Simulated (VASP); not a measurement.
Rb, 1 atom in the cell. It takes space group P6/mmm (No. 191, hexagonal). The conventional cell has a = 4.840 Å, b = 4.840 Å, c = 4.522 Å, α = 90.00°, β = 90.00°, γ = 120.00°. 

```yaml
Program: VASP 6.6.1
Task: single point
Functional: PBE
Potentials_or_basis: VASP PAW PBE potentials, release 64 (Rb_sv)
Cutoff: 520 eV
k_mesh: 6 × 6 × 4
Occupations: gaussian, width 0.1 eV
Spin: no spin polarisation
Dipole_correction: no
Further_INCAR_settings: ALGO = Fast; EDIFF = 1e-06; NBANDS = 10
```

Potentials or basis: VASP PAW PBE potentials, release 64 (Rb_sv).

Command:

```console
$ cat potpaw_PBE.64/Rb_sv/POTCAR > POTCAR
$ mpirun -np 1 vasp_std > vasp.out
```

Hardware: 1 thread of Intel(R) Xeon(R) Platinum 8488C (Sapphire Rapids), with other jobs on the host.

Estimate the wall time of this run.

Wall time 13 s on 1 thread of Intel(R) Xeon(R) Platinum 8488C (Sapphire Rapids), on a shared host, peak memory 0.19 GiB. Counts: scf iterations 11, k points 21.
